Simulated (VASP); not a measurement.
Here is a VASP 6.6.1 calculation.

Contents of INCAR:

```
PREC = Accurate
ENCUT = 520
EDIFF = 1E-6
ISMEAR = 0
SIGMA = 0.02
LREAL = F
LASPH = T
NELM = 60
ALGO = Normal
ISIF = 2
LWAVE = F
LCHARG = T
GGA = PS
LELF = T
LVHAR = T
NBANDS = 28
```

File KPOINTS:

```
Automatic mesh
0
Gamma
  8 8 8
```

Contents of POSCAR:

```
SrTiO3
1.0
    4.0167262426      0.0000000000      0.0000000000
    0.0000000000      4.0167262426      0.0000000000
    0.0000000000      0.0000000000      4.0167262426
Sr Ti O
1 1 3
Direct
    0.5000000000      0.5000000000      0.5000000000
    0.0000000000      0.0000000000      0.0000000000
    0.5000000000      0.0000000000      0.0000000000
    0.0000000000      0.5000000000      0.0000000000
    0.0000000000      0.0000000000      0.5000000000
```

Potentials or basis: VASP PAW PBE potentials, release 64 (Sr_sv, Ti_sv, O).

Launch:

```console
$ cat potpaw_PBE.64/Sr_sv/POTCAR potpaw_PBE.64/Ti_sv/POTCAR potpaw_PBE.64/O/POTCAR > POTCAR
$ mpirun -np 1 vasp_std > vasp.out
```

Question: Predict the band gap on the k mesh.

Answer: 1.65 eV, indirect (least direct gap 2.05 eV).

Question: Predict the pressure.

Answer: -13.8 GPa.

Caveat: the PAW data sets were made with another functional, which shifts forces and pressure a little. A k mesh can miss the band edges.
